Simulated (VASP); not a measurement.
Wanted: the native input for a VASP 6.6.1 run.

```
Task                   : single point
Functional             : LDA
Potentials or basis    : VASP PAW LDA potentials, release 64 (Ca_sv, O)
Cutoff                 : 520 eV
k mesh                 : 9 × 9 × 6
Occupations            : gaussian, width 0.05 eV
Spin                   : no spin polarisation
Dipole correction      : no
Further INCAR settings : ALGO = Normal; EDIFF = 1e-06; NBANDS = 24
```

The structure of CaO lies in POSCAR:

```
CaO
1.0
    3.9919758245      0.0000000000      0.0000000000
   -1.9959879122      3.4571524753      0.0000000000
    0.0000000000      0.0000000000      4.7848400100
Ca O
2 2
Direct
    0.3333333300      0.6666666700      0.7500000000
    0.6666666700      0.3333333300      0.2500000000
    0.3333333300      0.6666666700      0.2500000000
    0.6666666700      0.3333333300      0.7500000000
```

These files were run (other wordings do the same):

INCAR

```
PREC = Accurate
ENCUT = 520
EDIFF = 1E-6
ISMEAR = 0
SIGMA = 0.05
LREAL = F
LASPH = T
NELM = 60
ALGO = Normal
ISIF = 2
LWAVE = F
LCHARG = T
GGA = CA
LELF = T
LVHAR = T
NBANDS = 24
```

KPOINTS

```
regular mesh
0
Gamma
  9 9 6
```

Potentials or basis: VASP PAW LDA potentials, release 64 (Ca_sv, O).

Command:

```console
$ cat potpaw_LDA.64/Ca_sv/POTCAR potpaw_LDA.64/O/POTCAR > POTCAR
$ mpirun -np 1 vasp_std > vasp.out
```

Results of the run:

```json
{
  "Pressure": "-5.1 GPa",
  "Band gap on the k mesh": "3.00 eV, direct"
}
```

Wall time 34 s on 1 thread of AMD EPYC 9R45 96-Core Processor (Zen 5), on a shared host, peak memory 0.16 GiB.
